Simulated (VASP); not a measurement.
Input of a VASP 6.6.1 run:

Contents of INCAR:

```
  PREC = Accurate
  ENCUT = 520
  EDIFF = 1E-7
  ISMEAR = 0
  SIGMA = 0.01
  LREAL = F
  LASPH = T
  NELM = 100
  ALGO = Normal
  ISIF = 2
  LWAVE = F
  LCHARG = F
  GGA = PS
  NBANDS = 26
```

KPOINTS

```
Automatic mesh
0
Gamma
  9 9 6
```

File POSCAR:

```
ZnO
1.0
    3.2309096810      0.0000000000      0.0000000000
   -1.6154548405      2.7980498610      0.0000000000
    0.0000000000      0.0000000000      5.2156080124
Zn O
2 2
Direct
    0.3333333333      0.6666666667     -0.0529470020
    0.6666666667      0.3333333333      0.4470529980
    0.3333333333      0.6666666667      0.4349470020
    0.6666666667      0.3333333333      0.9349470020
```

Potentials or basis: VASP PAW PBE potentials, release 64 (Zn, O).

Run with:

```bash
$ cat potpaw_PBE.64/Zn/POTCAR potpaw_PBE.64/O/POTCAR > POTCAR
$ mpirun -np 1 vasp_std > vasp.out
```

What does it give for the largest force?

0.161 eV/Å.

Estimate the band gap on the k mesh.

0.82 eV, direct.

Estimate the pressure.

8.2 GPa.

Stress tensor (GPa, compression positive):
```
14.35  0.00  0.00
 0.00 14.35  0.00
 0.00  0.00 -4.04
```

Caveat: the PAW data sets were made with another functional, which shifts forces and pressure a little. PBEsol gaps usually lie below the measured ones, often by a third to a half.
